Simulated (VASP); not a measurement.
# Mg13Zn3O16 (P1) in VASP: notebook

Mg13Zn3O16 is run at these levels: PBEsol; tasks: single point, relaxation of volume and atoms at fixed shape.

Everything below comes from runs of VASP 6.6.1. Logs are shortened: lines on timing, memory, paths and dates and some standing lists are left out, and cuts for length are marked.

### Step 1. The cell of the first run

The typed cell holds 64 atoms: a = 8.449 Å, b = 8.449 Å, c = 8.449 Å, α = 90.00°, β = 90.00°, γ = 90.00°.

### Step 2. Single point, PBEsol

Input file INCAR:

```
SYSTEM = Mg13Zn3O16
  PREC = Accurate
  ENCUT = 700
  EDIFF = 1E-6
  ISMEAR = -1
  SIGMA = 0.05
  LREAL = Auto
  LASPH = .True.
  NELM = 120
  ALGO = Normal
  ISIF = 2
  LWAVE = .False.
  LCHARG = .False.
  GGA = PS
  NBANDS = 196
  ISYM = -1
  GGA_COMPAT = .False.
```

Input file KPOINTS:

```
explicit points
1
Reciprocal
  0.25000000   0.25000000   0.25000000 1
```

Input file POSCAR:

```
Mg13Zn3O16
1.0
    8.4485284268      0.0000000000      0.0000000000
    0.0000000000      8.4485284268      0.0000000000
    0.0000000000      0.0000000000      8.4485284268
O Zn Mg
32 6 26
Direct
    0.2520300000      0.0003330000      0.9999160000
    0.2498190000      0.0003680000      0.4992580000
    0.2500530000      0.5001800000      0.9998320000
    0.2498740000      0.4999850000      0.4993590000
    0.7471130000      0.9984220000      0.0015150000
    0.7490830000      0.0002480000      0.4964020000
    0.7495400000      0.5029690000      0.9999050000
    0.7493890000      0.5001130000      0.4993050000
    0.9993460000      0.2522360000      0.9994410000
    0.9993210000      0.2500090000      0.4998870000
    0.9969630000      0.7477400000      0.9991470000
    0.9993090000      0.7502770000      0.4997480000
    0.4999520000      0.2502280000      0.9974360000
    0.4999160000      0.2501230000      0.5027020000
    0.5026690000      0.7505640000      0.9993430000
    0.4998900000      0.7503870000      0.4998860000
    0.9999280000      0.0003930000      0.2516540000
    0.0019970000      0.0001380000      0.7477050000
    0.9999910000      0.5001330000      0.2490430000
    0.9998390000      0.4998860000      0.7501390000
    0.4993030000      0.9979020000      0.2490010000
    0.4964440000      0.0001790000      0.7499700000
    0.4995450000      0.5028100000      0.2492440000
    0.4993130000      0.5000250000      0.7503080000
    0.2471880000      0.2501890000      0.2520680000
    0.2491390000      0.2499270000      0.7469020000
    0.2494900000      0.7504610000      0.2521120000
    0.2492780000      0.7500570000      0.7469690000
    0.7523760000      0.2504410000      0.2521850000
    0.7497020000      0.2522990000      0.7471300000
    0.7500280000      0.7505410000      0.2494140000
    0.7496540000      0.7476830000      0.7492630000
    0.9993900000      0.9998590000      0.9998300000
    0.2496420000      0.2503520000      0.9991840000
    0.2502820000      0.7500430000      0.9995730000
    0.7496300000      0.2508760000      0.9995530000
    0.7490390000      0.9998980000      0.7489380000
    0.4995930000      0.2501380000      0.2503790000
    0.9994490000      0.0002820000      0.4996570000
    0.9998460000      0.5000750000      0.9995720000
    0.9996300000      0.4999960000      0.4996170000
    0.4997520000      0.0010260000      0.9996150000
    0.4994940000      0.0003490000      0.4995450000
    0.4996690000      0.4997520000      0.9999400000
    0.4996340000      0.5000600000      0.4995900000
    0.2495770000      0.2499940000      0.4995730000
    0.2495730000      0.7503660000      0.4995180000
    0.7495640000      0.2500030000      0.4996000000
    0.7498310000      0.7509060000      0.9992510000
    0.7496330000      0.7504210000      0.4994450000
    0.2496180000      0.0006150000      0.2486910000
    0.2491890000      0.0001990000      0.7504170000
    0.2498720000      0.4998790000      0.2491830000
    0.2495240000      0.5000070000      0.7499690000
    0.7496010000      0.0009100000      0.2487580000
    0.7495760000      0.4999490000      0.2492330000
    0.7496230000      0.4999780000      0.7498960000
    0.9997250000      0.2499370000      0.2487690000
    0.9991580000      0.2493510000      0.7504630000
    0.9998800000      0.7504660000      0.2489640000
    0.9996060000      0.7506000000      0.7501290000
    0.4997760000      0.2498600000      0.7501880000
    0.4996020000      0.7504820000      0.2492000000
    0.4995120000      0.7503940000      0.7499440000
```

Potentials or basis: VASP PAW PBE potentials, release 64 (O, Zn, Mg).

Run with:

```console
$ cat potpaw_PBE.64/O/POTCAR potpaw_PBE.64/Zn/POTCAR potpaw_PBE.64/Mg/POTCAR > POTCAR
$ mpirun -np 1 vasp_std > vasp.out
```

OUTCAR:

```text
SYSTEM = Mg13Zn3O16
   PREC = Accurate
   ENCUT = 700
   EDIFF = 1E-6
   ISMEAR = -1
   LREAL = Auto
   LASPH = .True.
   NELM = 120
   ISIF = 2
   GGA = PS
   ISYM = -1

 ion  position               nearest neighbor table
   1  0.252  0.000  1.000-  42 2.09  51 2.10  52 2.11  34 2.11  35 2.11  33 2.13
   2  0.250  0.000  0.499-  46 2.11  43 2.11  47 2.11  39 2.12  51 2.12  52 2.12
   3  0.250  0.500  1.000-  53 2.11  44 2.11  34 2.11  35 2.11  54 2.11  40 2.11
   4  0.250  0.500  0.499-  45 2.11  46 2.11  53 2.11  41 2.11  47 2.12  54 2.12
   5  0.747  0.998  0.002-  55 2.09  42 2.09  49 2.09  33 2.13  36 2.13  37 2.13
   6  0.749  0.000  0.496-  55 2.09  43 2.11  48 2.11  50 2.11  39 2.12  37 2.13
[... 67 lines left out ...]
                            34 2.98  40 2.98  35 2.99  58 2.99  45 2.99  46 2.99  63 2.99  60 2.99
  54  0.250  0.500  0.750-  20 2.11  24 2.11   3 2.11  28 2.11  26 2.11   4 2.12  34 2.98  40 2.98
                            35 2.98  44 2.99  41 2.99  64 2.99  62 2.99  46 2.99  45 2.99  61 2.99
  55  0.750  0.001  0.249-   5 2.09   6 2.09  29 2.11  21 2.11  17 2.12  31 2.12  33 2.98  42 2.98
                            58 2.98  36 2.98  38 2.98  49 2.98  48 2.99  63 2.99  60 2.99  39 2.99
  56  0.750  0.500  0.249-   7 2.11  29 2.11  23 2.11   8 2.11  19 2.12  31 2.12  36 2.98  44 2.98
                            38 2.99  40 2.99  58 2.99  45 2.99  48 2.99  41 2.99  63 2.99  50 2.99
  57  0.750  0.500  0.750-  30 2.09  32 2.09   7 2.11  20 2.11  24 2.11   8 2.12  36 2.98  40 2.99
                            62 2.99  44 2.99  59 2.99  48 2.99  49 2.99  41 2.99  45 2.99  64 2.99
  58  1.000  0.250  0.249-  29 2.09  25 2.09   9 2.11  17 2.11  19 2.11  10 2.12  33 2.98  55 2.98
                            51 2.98  36 2.98  40 2.98  34 2.98  53 2.99  56 2.99  39 2.99  46 2.99
  59  0.999  0.249  0.750-   9 2.10  18 2.11  30 2.11  26 2.11  20 2.12  10 2.12  36 2.98  33 2.98
                            52 2.98  34 2.98  37 2.98  40 2.99  39 2.99  57 2.99  48 2.99  54 2.99
  60  1.000  0.750  0.249-  27 2.11  11 2.11  31 2.11  17 2.11  19 2.11  12 2.12  33 2.98  49 2.99
                            40 2.99  35 2.99  51 2.99  47 2.99  39 2.99  53 2.99  55 2.99  50 2.99
  61  1.000  0.751  0.750-  11 2.10  18 2.11  28 2.11  32 2.11  12 2.12  20 2.12  49 2.98  33 2.98
                            52 2.98  37 2.99  40 2.99  35 2.99  39 2.99  54 2.99  47 2.99  57 2.99
  62  0.500  0.250  0.750-  13 2.09  14 2.09  22 2.11  30 2.11  24 2.11  26 2.12  42 2.98  34 2.98
                            36 2.98  37 2.98  44 2.98  57 2.99  43 2.99  52 2.99  48 2.99  54 2.99
  63  0.500  0.750  0.249-  21 2.09  23 2.09  15 2.11  27 2.11  31 2.12  16 2.12  35 2.98  44 2.99
                            51 2.99  42 2.99  49 2.99  43 2.99  50 2.99  53 2.99  47 2.99  55 2.99
  64  0.500  0.750  0.750-  15 2.11  22 2.11  16 2.11  32 2.11  28 2.11  24 2.12  35 2.98  37 2.98
                            49 2.98  52 2.99  42 2.99  43 2.99  47 2.99  54 2.99  57 2.99  50 2.99

IMPORTANT INFORMATION: All symmetrisations will be switched off!
NOSYMM: (Re-)initialisation of all symmetry stuff for point group C_1.

----------------------------------------------------------------------------------------

                                     Primitive cell

  volume of cell :     603.0360

  direct lattice vectors                    reciprocal lattice vectors
     8.448528427  0.000000000  0.000000000     0.118363808  0.000000000  0.000000000
     0.000000000  8.448528427  0.000000000     0.000000000  0.118363808  0.000000000
     0.000000000  0.000000000  8.448528427     0.000000000  0.000000000  0.118363808

  length of vectors
     8.448528427  8.448528427  8.448528427     0.118363808  0.118363808  0.118363808

  position of ions in fractional coordinates (direct lattice)
     0.252030000  0.000333000  0.999916000
     0.249819000  0.000368000  0.499258000
     0.250053000  0.500180000  0.999832000
     0.249874000  0.499985000  0.499359000
     0.747113000  0.998422000  0.001515000
[... 49 lines left out ...]
   TEBEG  =    0.0;   TEEND  =   0.0 temperature during run
   PSTRESS=    0.0 pullay stress
   NELECT =     316.0000    total number of electrons
   NUPDOWN=      -1.0000    fix difference up-down
   EMIN   =  10.00;   EMAX   =-10.00  energy-range for DOS
   EFERMI =   0.00;   METHOD = LEGACY
   ISMEAR =    -1;   SIGMA  =   0.05  broadening in eV -4-tet -1-fermi 0-gaus
   EFERMI_NEDOS =   21; number of points for ismear=-14 and -15
   IALGO  =     38    algorithm
   IMIX   =      4    mixing-type and parameters
     AMIX     =   0.40;   BMIX     =  1.00
     AMIX_MAG =   1.60;   BMIX_MAG =  1.00
  volume/ion in A,a.u.               =       9.42        63.59
  Fermi-wavevector in a.u.,A,eV,Ry     =   1.319845  2.494145 23.701208  1.741990
  Thomas-Fermi vector in A             =   2.449713
   LORBIT       =      0    0 simple, 1 ext, 2 COOP (PROOUT), +10 PAW based schemes
   GGA     = PS    functional components
   LHFCALC =     F    Hartree Fock is set to
   AEXX    =    0.0000 exact exchange contribution
   IVDW    =     0    specifies the selected vdW correction
   LEPSILON=     F    determine dielectric tensor
   LRPA    =     F    only Hartree local field effects (RPA)
 non-spin polarized calculation
  energy-cutoff  :      700.00
  volume of cell :      603.04
 maximum number of plane-waves:     25323
 NGX is ok and might be reduce to    72
   NGX = 37   NGY = 37   NGZ = 37

 number of electron     315.9999987 magnetization

 Free energy of the ion-electron system (eV)
  ---------------------------------------------------
  ext. energy  EPLUGINS =         0.00000000
  ---------------------------------------------------
  free energy    TOTEN  =      -382.63351879 eV

  energy without entropy =     -382.63351879  energy(sigma->0) =     -382.63351879

 E-fermi :   4.5044     XC(G=0): -11.5493

 val. band max:        3.2525847927   @ k =   0.2500   0.2500   0.2500
 cond. band min:       7.4965924980   @ k =   0.2500   0.2500   0.2500
 fundamental gap:      4.2440077053
 Fermi energy:         4.5044016196

 k-point     1 :       0.2500    0.2500    0.2500
  band No.  band energies     occupation
      1     -14.3640      2.00000
      2     -13.9895      2.00000
      3     -13.9588      2.00000
      4     -13.9055      2.00000
      5     -13.6582      2.00000
      6     -13.6108      2.00000
[... 162 lines left out ...]
    169      10.8351      0.00000
    170      10.9128      0.00000
 [bands above 170 left out]

------------------------ aborting loop because EDIFF is reached ----------------------------------------

  FORCE on cell =-STRESS in cart. coord.  units (eV):
  Direction    XX          YY          ZZ          XY          YZ          ZX
  --------------------------------------------------------------------------------------
  -------------------------------------------------------------------------------------
  Total       -1.4922115     -1.7203283     -1.6510234     -0.8711607     -0.5686807     -0.5732488
  in kB       -3.9645852     -4.5706577     -4.3865248     -2.3145451     -1.5109006     -1.5230373
  external PRESSURE =      -4.3072559 kB  Pullay stress =       0.0000000 kB

 VOLUME and BASIS-vectors are now :
 -----------------------------------------------------------------------------
  energy-cutoff  :      700.00
  volume of cell :      603.04
      direct lattice vectors                 reciprocal lattice vectors
     8.448528427  0.000000000  0.000000000     0.118363808  0.000000000  0.000000000
     0.000000000  8.448528427  0.000000000     0.000000000  0.118363808  0.000000000
     0.000000000  0.000000000  8.448528427     0.000000000  0.000000000  0.118363808

 POSITION                                       TOTAL-FORCE (eV/Angst)
 -----------------------------------------------------------------------------------
      2.12928      0.00281      8.44782         0.044525      0.000615      0.001343
      2.11060      0.00311      4.21800         0.000483      0.002084     -0.004674
      2.11258      4.22578      8.44711         0.000447     -0.002793      0.003332
      2.11107      4.22414      4.21885         0.000048     -0.000278     -0.004769
      6.31201      8.43520      0.01280        -0.047862     -0.045956      0.045894
      6.32865      0.00210      4.19387        -0.001626      0.000671     -0.047125
[... 56 lines left out ...]
      4.22090      6.34047      2.10537         0.001042      0.000031      0.000679
      4.22014      6.33973      6.33592        -0.000211     -0.000163     -0.000202
 -----------------------------------------------------------------------------------
    total drift:                               -0.018316      0.008844     -0.017123

  FREE ENERGIE OF THE ION-ELECTRON SYSTEM (eV)
  ---------------------------------------------------
  free  energy   TOTEN  =      -382.6335187910 eV

  energy  without entropy=     -382.6335187910  energy(sigma->0) =     -382.63351879
```

Wall time 5.9 min (1 thread of Intel Xeon 6975P-C (Granite Rapids), shared host); peak memory 1 GiB.

Results:

```
Free energy            : -382.6335 eV
Pressure               : -0.4 GPa
Largest force          : 0.081 eV/Å
Band gap on the k mesh : 4.24 eV
```

Forces in eV/Å, atoms in the order of the input:
```
O    0.045  0.001  0.001
O    0.000  0.002 -0.005
O    0.000 -0.003  0.003
O    0.000  0.000 -0.005
O   -0.048 -0.046  0.046
O   -0.002  0.001 -0.047
O   -0.001  0.048  0.001
O   -0.004  0.000 -0.004
O   -0.001  0.046 -0.001
O   -0.005  0.000  0.000
O   -0.046 -0.046 -0.001
O   -0.004  0.001  0.000
O    0.000  0.000 -0.046
O    0.000  0.001  0.047
O    0.047  0.001 -0.001
O    0.001  0.000  0.001
O    0.002  0.001  0.045
O    0.045  0.000 -0.046
O    0.001  0.000 -0.005
O    0.003  0.001 -0.001
O   -0.002 -0.046 -0.002
O   -0.047  0.000  0.001
O    0.000  0.047 -0.002
O   -0.004  0.000  0.003
O   -0.048  0.000  0.046
O   -0.001 -0.001 -0.047
O   -0.001  0.001  0.044
O   -0.001  0.000 -0.046
O    0.048  0.002  0.047
O    0.000  0.046 -0.048
O    0.001  0.003 -0.003
O    0.000 -0.046 -0.002
Zn   0.007 -0.001  0.004
Zn   0.004 -0.001  0.004
Zn  -0.002 -0.002  0.006
Zn   0.003 -0.003  0.006
Zn   0.001  0.000  0.000
Zn   0.006 -0.001 -0.002
Mg   0.001  0.000 -0.001
Mg  -0.001  0.001  0.000
Mg   0.000  0.000  0.000
Mg   0.000 -0.002  0.001
Mg   0.000 -0.001  0.000
Mg   0.000  0.001  0.000
Mg   0.000  0.000  0.000
Mg  -0.001  0.000  0.001
Mg   0.000  0.000  0.000
Mg   0.001  0.001  0.000
Mg   0.000 -0.002  0.001
Mg   0.000 -0.001 -0.001
Mg   0.000 -0.001  0.003
Mg   0.001  0.000 -0.002
Mg   0.000  0.000  0.001
Mg   0.000  0.000 -0.001
Mg   0.001 -0.002  0.002
Mg   0.001  0.001  0.000
Mg   0.000  0.000  0.000
Mg   0.001  0.000  0.003
Mg   0.001  0.001 -0.002
Mg   0.000 -0.001  0.002
Mg   0.000 -0.001 -0.001
Mg  -0.001  0.000  0.000
Mg   0.001  0.000  0.001
Mg   0.000  0.000  0.000
```

Stress tensor (GPa, compression positive):
```
-0.40 -0.23 -0.15
-0.23 -0.46 -0.15
-0.15 -0.15 -0.44
```

Caveat: the PAW data sets were made with another functional, which shifts forces and pressure a little; a shifted mesh leaves out Γ, where band edges can lie. A k mesh can miss the band edges.

(Part 1 of 2 ends here.)
